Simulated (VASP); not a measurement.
A run of VASP 6.6.1 is set up as follows.

The input INCAR:

```
SYSTEM = Al
PREC = Accurate ; ENCUT = 520
EDIFF = 1E-6 ; ISMEAR = 0
SIGMA = 0.15 ; LREAL = .False.
LASPH = .True. ; NELM = 100
ALGO = Fast ; ISIF = 2
LWAVE = .False. ; LCHARG = .True.
GGA = PE ; IVDW = 12
LELF = .True. ; LVHAR = .True.
NBANDS = 14
```

The input KPOINTS:

```
Automatic mesh
0
Gamma
  18 18 4
  0 0 0
```

POSCAR

```
Al
1.0
    2.6174000000      0.0000000000      0.0000000000
   -1.3087000000      2.2667348919      0.0000000000
    0.0000000000      0.0000000000      7.6442000000
Al
4
Direct
    0.0000000000      0.0000000000      0.0000000000
    0.3333333333      0.6666666667      0.2500000000
    0.0000000000      0.0000000000      0.5000000000
    0.6666666667      0.3333333333      0.7500000000
```

Potentials or basis: VASP PAW PBE potentials, release 64 (Al).

Command:

```sh
$ cat potpaw_PBE.64/Al/POTCAR > POTCAR
$ mpirun -np 1 vasp_std > vasp.out
```

Q: Estimate the pressure.

A: 61.7 GPa.

Q: Estimate the dispersion energy per atom.

A: -0.497 eV.

Q: Predict the band gap on the k mesh.

A: Zero (bands 6 and 7 overlap by 8.96 eV).

Stress tensor (GPa, compression positive):
```
49.19  0.00  0.00
 0.00 49.19  0.00
 0.00  0.00 86.85
```

Caveat: the stress differs along the axes, from 49 to 87 GPa.
